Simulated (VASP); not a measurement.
# Al2O3 (P-6m2) in VASP: further runs, part 2 of 2

VASP 6.6.1. Earlier steps stand in the parts before.

## Step 4: Single point, LDA (strain +0.000 along x and y, -0.080 along z)

The input, INCAR:

```
PREC = Accurate
ENCUT = 520
EDIFF = 1E-6
ISMEAR = 0
SIGMA = 0.05
LREAL = F
LASPH = T
NELM = 80
ALGO = Normal
ISIF = 2
LWAVE = F
LCHARG = F
GGA = CA
NBANDS = 20
```

The input, KPOINTS:

```
regular mesh
0
Gamma
  9 9 4
```

The input, POSCAR:

```
Al2O3
1.0
    2.8843249483      0.0000000000      0.0000000000
   -1.4421624742      2.4978986780      0.0000000000
    0.0000000000      0.0000000000      8.5898141032
Al O
2 3
Direct
    0.0000000000      0.0000000000      0.1499923300
    0.0000000000      0.0000000000      0.8500076700
    0.3333333333      0.6666666667      0.2223169200
    0.6666666667      0.3333333333      0.0000000000
    0.3333333333      0.6666666667      0.7776830800
```

Potentials or basis: VASP PAW LDA potentials, release 64 (Al, O).

Run with:

```bash
cat potpaw_LDA.64/Al/POTCAR potpaw_LDA.64/O/POTCAR > POTCAR
mpirun -np 1 vasp_std > vasp.out
```

OUTCAR:

```text
PREC = Accurate
   ENCUT = 520
   EDIFF = 1E-6
   ISMEAR = 0
   LREAL = F
   LASPH = T
   NELM = 80
   ISIF = 2
   GGA = CA

 ion  position               nearest neighbor table
   1  0.000  0.000  0.150-   3 1.78   3 1.78   3 1.78   4 2.11   4 2.11   4 2.11   2 2.58
   2  0.000  0.000  0.850-   5 1.78   5 1.78   5 1.78   4 2.11   4 2.11   4 2.11   1 2.58
   3  0.333  0.667  0.222-   1 1.78   1 1.78   1 1.78
   4  0.667  0.333  0.000-   1 2.11   2 2.11   1 2.11   2 2.11   1 2.11   2 2.11
   5  0.333  0.667  0.778-   2 1.78   2 1.78   2 1.78

  LATTYP: Found a hexagonal cell.
 ALAT       =     2.8843249483
 C/A-ratio  =     2.9781020714

  Lattice vectors:

 A1 = (   2.8843249483,   0.0000000000,   0.0000000000)
 A2 = (  -1.4421624742,   2.4978986780,   0.0000000000)
 A3 = (   0.0000000000,   0.0000000000,   8.5898141032)

Analysis of symmetry for initial positions (statically):
=====================================================================
 Subroutine PRICEL returns:
 Original cell was already a primitive cell.

 Routine SETGRP: Setting up the symmetry group for a
 hexagonal supercell.

 Subroutine GETGRP returns: Found 12 space group operations
 (whereof 12 operations were pure point group operations)
 out of a pool of 24 trial point group operations.

The static configuration has the point symmetry D_3h.

Analysis of symmetry for dynamics (positions and initial velocities):
=====================================================================
 Subroutine PRICEL returns:
 Original cell was already a primitive cell.

 Routine SETGRP: Setting up the symmetry group for a
 hexagonal supercell.

 Subroutine GETGRP returns: Found 12 space group operations
 (whereof 12 operations were pure point group operations)
 out of a pool of 24 trial point group operations.

[... 124 lines left out ...]
   IMIX   =      4    mixing-type and parameters
     AMIX     =   0.40;   BMIX     =  1.00
     AMIX_MAG =   1.60;   BMIX_MAG =  1.00
  volume/ion in A,a.u.               =      12.38        83.53
  Fermi-wavevector in a.u.,A,eV,Ry     =   1.193835  2.256021 19.391596  1.425242
  Thomas-Fermi vector in A             =   2.329840
   LORBIT       =      0    0 simple, 1 ext, 2 COOP (PROOUT), +10 PAW based schemes
   GGA     = CA    functional components
   LHFCALC =     F    Hartree Fock is set to
   AEXX    =    0.0000 exact exchange contribution
   IVDW    =     0    specifies the selected vdW correction
   LEPSILON=     F    determine dielectric tensor
   LRPA    =     F    only Hartree local field effects (RPA)
 non-spin polarized calculation
 Gauss-broadening in eV      SIGMA  =   0.05
  energy-cutoff  :      520.00
  volume of cell :       61.89
 maximum number of plane-waves:      1712
 NGX is ok and might be reduce to    24
   NGX = 11   NGY = 11   NGZ = 31

 number of electron      23.9999997 magnetization

 Free energy of the ion-electron system (eV)
  ---------------------------------------------------
  ext. energy  EPLUGINS =         0.00000000
  ---------------------------------------------------
  free energy    TOTEN  =       -39.96132025 eV

  energy without entropy =      -39.96132025  energy(sigma->0) =      -39.96132025

 E-fermi :   1.7646     XC(G=0):  -9.3500

 val. band max:        1.5088286739   @ k =   0.1111   0.1111   0.0000
 cond. band min:       6.0576746573   @ k =   0.0000   0.0000   0.0000
 fundamental gap:      4.5488459834
 Fermi energy:         1.7646247610

 k-point     1 :       0.0000    0.0000    0.0000
  band No.  band energies     occupation
      1     -17.8416      2.00000
      2     -16.1187      2.00000
      3     -14.8177      2.00000
      4      -3.6544      2.00000
      5      -0.7011      2.00000
      6      -0.7011      2.00000
[... 541 lines left out ...]
     19      14.6860      0.00000
     20      15.1563      0.00000

 [... further k-points ...]

------------------------ aborting loop because EDIFF is reached ----------------------------------------

  FORCE on cell =-STRESS in cart. coord.  units (eV):
  Direction    XX          YY          ZZ          XY          YZ          ZX
  --------------------------------------------------------------------------------------
  -------------------------------------------------------------------------------------
  Total       -1.3893690     -1.3893690      5.1854232      0.0000000      0.0000000     -0.0000000
  in kB      -35.9687556    -35.9687556    134.2431154      0.0000000      0.0000000     -0.0000000
  external PRESSURE =      20.7685348 kB  Pullay stress =       0.0000000 kB

 VOLUME and BASIS-vectors are now :
 -----------------------------------------------------------------------------
  energy-cutoff  :      520.00
  volume of cell :       61.89
      direct lattice vectors                 reciprocal lattice vectors
     2.884324948  0.000000000  0.000000000     0.346701574  0.200168247  0.000000000
    -1.442162474  2.497898678  0.000000000     0.000000000  0.400336494  0.000000000
     0.000000000  0.000000000  8.589814103     0.000000000  0.000000000  0.116416955

 POSITION                                       TOTAL-FORCE (eV/Angst)
 -----------------------------------------------------------------------------------
      0.00000      0.00000      1.28841         0.000000      0.000000      1.155784
      0.00000      0.00000      7.30141         0.000000      0.000000     -1.155784
     -0.00000      1.66527      1.90966        -0.000000     -0.000000      0.606267
      1.44216      0.83263      0.00000         0.000000     -0.000000      0.000000
     -0.00000      1.66527      6.68015        -0.000000     -0.000000     -0.606267
 -----------------------------------------------------------------------------------
    total drift:                                0.000000     -0.000000      0.000000

  FREE ENERGIE OF THE ION-ELECTRON SYSTEM (eV)
  ---------------------------------------------------
  free  energy   TOTEN  =       -39.9613202482 eV

  energy  without entropy=      -39.9613202482  energy(sigma->0) =      -39.96132025
```

OSZICAR:

```text
N       E                     dE             d eps       ncg     rms          rms(c)
DAV:   1     0.108939654772E+03    0.10894E+03   -0.12457E+04  1440   0.109E+03
DAV:   2    -0.373713961364E+02   -0.14631E+03   -0.14298E+03  1732   0.246E+02
DAV:   3    -0.448249738590E+02   -0.74536E+01   -0.74296E+01  1928   0.578E+01
DAV:   4    -0.448913576597E+02   -0.66384E-01   -0.66366E-01  1784   0.595E+00
DAV:   5    -0.448923044537E+02   -0.94679E-03   -0.94677E-03  1824   0.681E-01    0.131E+01
DAV:   6    -0.401398151823E+02    0.47525E+01   -0.15222E+01  1648   0.276E+01    0.468E+00
DAV:   7    -0.400494632930E+02    0.90352E-01   -0.53868E-01  1696   0.501E+00    0.251E+00
DAV:   8    -0.399738638440E+02    0.75599E-01   -0.77195E-02  1800   0.240E+00    0.777E-01
DAV:   9    -0.399602720716E+02    0.13592E-01   -0.17623E-02  1908   0.111E+00    0.178E-01
DAV:  10    -0.399604335835E+02   -0.16151E-03   -0.30772E-03  1688   0.368E-01    0.142E-01
DAV:  11    -0.399611891463E+02   -0.75556E-03   -0.24444E-03  1560   0.470E-01    0.710E-02
DAV:  12    -0.399612753027E+02   -0.86156E-04   -0.35029E-04  1732   0.140E-01    0.422E-02
DAV:  13    -0.399613223582E+02   -0.47055E-04   -0.19271E-04  1556   0.101E-01    0.172E-02
DAV:  14    -0.399613196566E+02    0.27016E-05   -0.18619E-05  1908   0.422E-02    0.407E-03
DAV:  15    -0.399613202482E+02   -0.59162E-06   -0.28577E-06  1652   0.121E-02
   1 F= -.39961320E+02 E0= -.39961320E+02  d E =-.262929E-14
```

stdout:

```text
POSCAR found type information on POSCAR AlO
 POSCAR found :  2 types and       5 ions
 scaLAPACK will be used
 LDA part: xc-table for (Slater(with rela. corr.)+CA(PZ))
 , standard interpolation
 POSCAR, INCAR and KPOINTS ok, starting setup
 FFT: planning ... GRIDC
 FFT: planning ... GRID_SOFT
 FFT: planning ... GRID
 WAVECAR not read
 entering main loop
```

Run time: 1.9 min. Hardware: 1 thread of Intel Xeon 8259CL, shared host; peak memory 0.17 GiB.

What came out:

```
Free energy            : -39.9613 eV
Pressure               : 2.1 GPa
Largest force          : 1.156 eV/Å
Band gap on the k mesh : 4.55 eV (least direct gap 4.85 eV)
```

Forces on the atoms (eV/Å):
```
Al   0.000  0.000  1.156
Al   0.000  0.000 -1.156
O    0.000  0.000  0.606
O    0.000  0.000  0.000
O    0.000  0.000 -0.606
```

Stress tensor (GPa, compression positive):
```
-3.60  0.00  0.00
 0.00 -3.60  0.00
 0.00  0.00 13.42
```

Caveat: the cell differs from its parent crystal (strain +0.000 along x and y, -0.080 along z); an odd mesh through Γ misses points on the zone boundary, where band edges can lie; forces of over 1 eV/Å act on the atoms, so gaps and moduli don't describe the material at rest.

## Step 5: Single point, LDA (strain -0.040 along x and y, +0.000 along z)

The input, INCAR:

```
SYSTEM = Al2O3
PREC     = Accurate       ! precision mode
ENCUT    = 520            ! plane-wave cutoff, eV
EDIFF    = 1E-7           ! SCF threshold, eV
ISMEAR   = 0              ! smearing method
SIGMA    = 0.05           ! smearing width, eV
LREAL    = .False.        ! projectors in reciprocal space
LASPH    = .True.         ! aspherical terms in the spheres
NELM     = 100            ! most SCF steps
ALGO     = Normal         ! electronic algorithm
ISIF     = 2              ! what is computed and relaxed
LWAVE    = .False.        ! write WAVECAR
LCHARG   = .False.        ! write CHGCAR
GGA      = CA             ! functional
NBANDS   = 20             ! bands
```

The input, KPOINTS:

```
regular mesh
0
Gamma
  9 9 4
  0 0 0
```

POSCAR, as its differences from that of step 4:

```diff
@@ -2,5 +2,5 @@
 1.0
-    2.8843249483      0.0000000000      0.0000000000
-   -1.4421624742      2.4978986780      0.0000000000
-    0.0000000000      0.0000000000      8.5898141032
+    2.7689519504      0.0000000000      0.0000000000
+   -1.3844759752      2.3979827309      0.0000000000
+    0.0000000000      0.0000000000      9.3367544600
 Al O
```

Run with:

```bash
cat potpaw_LDA.64/Al/POTCAR potpaw_LDA.64/O/POTCAR > POTCAR
mpirun -np 1 vasp_std > vasp.out
```

Wall time 2.3 min (1 thread of Intel Xeon 8259CL, shared host); peak memory 0.17 GiB.

It converged, with:

| Item | Value |
| --- | --- |
| Free energy | -39.9954 eV |
| Pressure | 8.9 GPa |
| Largest force | 0.983 eV/Å |
| Band gap on the k mesh | 5.85 eV (least direct gap 6.09 eV) |

Forces in eV/Å, atoms in the order of the input:
```
Al   0.000  0.000 -0.983
Al   0.000  0.000  0.983
O    0.000  0.000  0.525
O    0.000  0.000  0.000
O    0.000  0.000 -0.525
```

Stress tensor (GPa, compression positive):
```
14.22  0.00  0.00
 0.00 14.22  0.00
 0.00  0.00 -1.70
```

Levels at points of the mesh, in eV from the valence-band top:
```tsv
k point	band 10	band 11	band 12	band 13	band 14	band 15
(0.00, 0.00, 0.00)	-0.33	-0.24	-0.24	5.85	8.14	8.85
(0.00, 0.00, 0.50)	-0.37	-0.24	-0.24	6.03	7.68	8.87
```

Caveat: the cell differs from its parent crystal (strain -0.040 along x and y, +0.000 along z); the cell stands under pressure; an odd mesh through Γ misses points on the zone boundary, where band edges can lie.

## Step 6: Single point, LDA (strain +0.000 along x and y, -0.040 along z)

The input, INCAR:

```
SYSTEM = Al2O3
ALGO     = Normal         ! electronic algorithm
EDIFF    = 1E-6           ! SCF threshold, eV
ENCUT    = 520            ! plane-wave cutoff, eV
ISIF     = 2              ! what is computed and relaxed
ISMEAR   = 0              ! smearing method
LASPH    = .TRUE.         ! aspherical terms in the spheres
LCHARG   = .TRUE.         ! write CHGCAR
LELF     = .TRUE.         ! ELF
LREAL    = .FALSE.        ! projectors in reciprocal space
LVHAR    = .TRUE.       
LWAVE    = .FALSE.        ! write WAVECAR
NBANDS   = 20             ! bands
NELM     = 100            ! most SCF steps
PREC     = Accurate       ! precision mode
SIGMA    = 0.05           ! smearing width, eV
```

The input, KPOINTS:

```
k-points
0
G
  9 9 4
  0 0 0
```

POSCAR, as its differences from that of step 5:

```diff
@@ -2,5 +2,5 @@
 1.0
-    2.7689519504      0.0000000000      0.0000000000
-   -1.3844759752      2.3979827309      0.0000000000
-    0.0000000000      0.0000000000      9.3367544600
+    2.8843249483      0.0000000000      0.0000000000
+   -1.4421624742      2.4978986780      0.0000000000
+    0.0000000000      0.0000000000      8.9632842816
 Al O
```

Potentials or basis: VASP PAW LDA potentials, release 64 (Al, O).

Run with:

```bash
cat potpaw_LDA.64/Al/POTCAR potpaw_LDA.64/O/POTCAR > POTCAR
mpirun -np 1 vasp_std > vasp.out
```

Wall time 2 min (1 thread of Intel Xeon 8259CL, shared host); peak memory 0.18 GiB.

It converged, with:

```
Free energy            : -40.1046 eV
Pressure               : -2.6 GPa
Largest force          : 0.512 eV/Å
Band gap on the k mesh : 4.67 eV (least direct gap 4.95 eV)
```

Forces in eV/Å, atoms in the order of the input:
```
Al   0.000  0.000  0.512
Al   0.000  0.000 -0.512
O    0.000  0.000  0.034
O    0.000  0.000  0.000
O    0.000  0.000 -0.034
```

Stress tensor (GPa, compression positive):
```
-5.69  0.00  0.00
 0.00 -5.69  0.00
 0.00  0.00  3.53
```

Levels at points of the mesh, in eV from the valence-band top:
```
           k point  band 10  band 11  band 12  band 13  band 14  band 15
(0.00, 0.00, 0.00)    -0.85    -0.85    -0.28     4.67     7.21     7.85
(0.00, 0.00, 0.50)    -0.85    -0.85    -0.35     4.82     6.94     7.74
```

Caveat: the cell differs from its parent crystal (strain +0.000 along x and y, -0.040 along z); an odd mesh through Γ misses points on the zone boundary, where band edges can lie.

## Step 7: The runs side by side

```tsv
cell	gap on the mesh (eV)	pressure (GPa)	largest force (eV/Å)
a = 2.654, b = 2.654, c = 9.710 Å, angles 90.0, 90.0, 120.0°, 5 atoms	6.20	24.9	2.80
a = 2.769, b = 2.769, c = 8.963 Å, angles 90.0, 90.0, 120.0°, 5 atoms	5.82	14.5	1.16
a = 2.884, b = 2.884, c = 8.590 Å, angles 90.0, 90.0, 120.0°, 5 atoms	4.55	2.1	1.16
a = 2.769, b = 2.769, c = 9.337 Å, angles 90.0, 90.0, 120.0°, 5 atoms	5.85	8.9	0.98
a = 2.884, b = 2.884, c = 8.963 Å, angles 90.0, 90.0, 120.0°, 5 atoms	4.67	-2.6	0.51
```

Alike in all rows: task single point; level LDA; potentials or basis VASP PAW LDA potentials, release 64 (Al, O); no spin polarisation; k mesh 9 × 9 × 4; cutoff (eV) 520; smearing gaussian 0.05 eV.

Caveats: an odd mesh through Γ misses points on the zone boundary, where band edges can lie; the cell stands under pressure (at least some runs); forces of over 1 eV/Å act on the atoms, so gaps and moduli don't describe the material at rest (at least some runs).

Total energies depend on the potentials used, so only differences within one code and one set of settings carry meaning.
